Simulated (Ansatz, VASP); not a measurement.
## Two plane-wave programs on Cr

```
Cr
1.0
     2.47807    0.00000    0.00000
    -1.23904    2.14607    0.00000
     0.00000    0.00000    6.47225
Cr
3
Direct
  0.00000 0.00000 0.00000
  0.33333 0.66667 0.33333
  0.66667 0.33333 0.66667
```

Alike in both runs: functional PBEsol; k mesh 21 × 21 × 7; occupations gaussian, width 0.1 eV; no spin polarisation.

Ansatz relaxed the structure, and its values are those at the end. VASP's run is a single point on that final structure, the one shown.

|  | VASP | Ansatz |
| --- | --- | --- |
| version | VASP 6.6.1 | Ansatz 0.2.0 |
| potentials or method | VASP PAW PBE potentials, release 64 (Cr_pv), cutoff 520 eV | scalar-relativistic, plane waves, PAW |
| valence electrons in the cell | 36 | 42 |

|  | VASP | Ansatz | Ansatz less VASP |
| --- | --- | --- | --- |
| gap on the k mesh at the Fermi level (eV) | none | none | - |
| pressure (GPa) | -0.6 | 0.0 | +0.56 |

VASP's potentials were made for PBE, not for PBEsol. A gap of «none» marks a metal or a gap that the smearing closes. VASP's potentials hold 36 valence electrons a cell and Ansatz's 42, so a difference there can come from the potentials and not from the codes.
